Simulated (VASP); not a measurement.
**NaTa3O3: single point with PBE**

Crystal: NaTa3O3.

```
Na Ta O
1.0
    -2.19352    2.19352    4.45356
     2.19352   -2.19352    4.45356
     2.19352    2.19352   -4.45356
Na Ta O
1 3 3
Direct
  0.98548 0.98548 0.00000
  0.54175 0.54175 0.00000
  0.23818 0.73818 0.50000
  0.73818 0.23818 0.50000
  0.98174 0.48174 0.50000
  0.48174 0.98174 0.50000
  0.28293 0.28293 0.00000
```

| Property | Result |
| --- | --- |
| Program | VASP 6.6.1 |
| Task | single point |
| Functional | PBE |
| Potentials or basis | VASP PAW PBE potentials, release 64 (Na_pv, Ta_pv, O) |
| Cutoff | 520 eV |
| k mesh | 6 × 6 × 6 |
| Occupations | gaussian, width 0.1 eV |
| Spin | collinear spin |
| Starting moments | [0.0, 1.0, 1.0, 1.0, 0.0, 0.0, 0.0] μB |
| Dipole correction | no |
| Further INCAR settings | ALGO = Normal; EDIFF = 1e-06; NBANDS = 42 |

```json
{
  "Pressure": "0.0 GPa",
  "Largest force": "0.068 eV/Å",
  "Band gap on the k mesh": "zero (filled and empty bands overlap)",
  "Net moment": "0.00 μB per cell",
  "Valence electrons inside the program's atomic spheres": "Na 6.14; Ta 8.81, 8.82 (each value once); O 5.04, 5.03 (each value once)"
}
```

Forces in eV/Å, atoms in the order of the input:
```
Na   0.000  0.000 -0.038
Ta   0.000  0.000  0.068
Ta   0.000  0.000 -0.035
Ta   0.000  0.000 -0.035
O    0.000  0.000  0.023
O    0.000  0.000  0.023
O    0.000  0.000 -0.006
```

Levels at points of the mesh, in eV from the Fermi level:
Spin up:
```csv
k point,band 27,band 28,band 29,band 30,band 31,band 32
"(0.00, 0.00, 0.00)",-1.76,-1.76,0.47,0.50,0.74,0.74
"(0.50, 0.00, 0.00)",-1.89,-1.31,-0.44,-0.44,0.50,1.32
"(0.50, 0.50, 0.00)",-2.01,-0.79,0.01,0.75,1.26,1.61
"(0.50, 0.50, 0.50)",-2.72,-2.72,-0.42,0.85,1.21,1.38
```
Spin down:
```
           k point  band 25  band 26  band 27  band 28  band 29  band 30  band 31  band 32  band 33  band 34
(0.00, 0.00, 0.00)    -5.23    -3.61    -1.76    -1.76     0.47     0.50     0.74     0.74     1.33     2.07
(0.50, 0.00, 0.00)    -3.18    -2.31    -1.89    -1.31    -0.44    -0.44     0.50     1.32     1.70     1.86
(0.50, 0.50, 0.00)    -2.72    -2.45    -2.01    -0.79     0.01     0.75     1.26     1.61     1.90     2.12
(0.50, 0.50, 0.50)    -4.58    -3.21    -2.72    -2.72    -0.42     0.85     1.21     1.38     1.38     1.81
```

It took 2 min on 1 thread of Intel(R) Xeon(R) 6975P-C (Granite Rapids) (shared host), peak memory 0.37 GiB.

Caveat: spin-orbit coupling is left out, which moves the levels of the heavy elements.
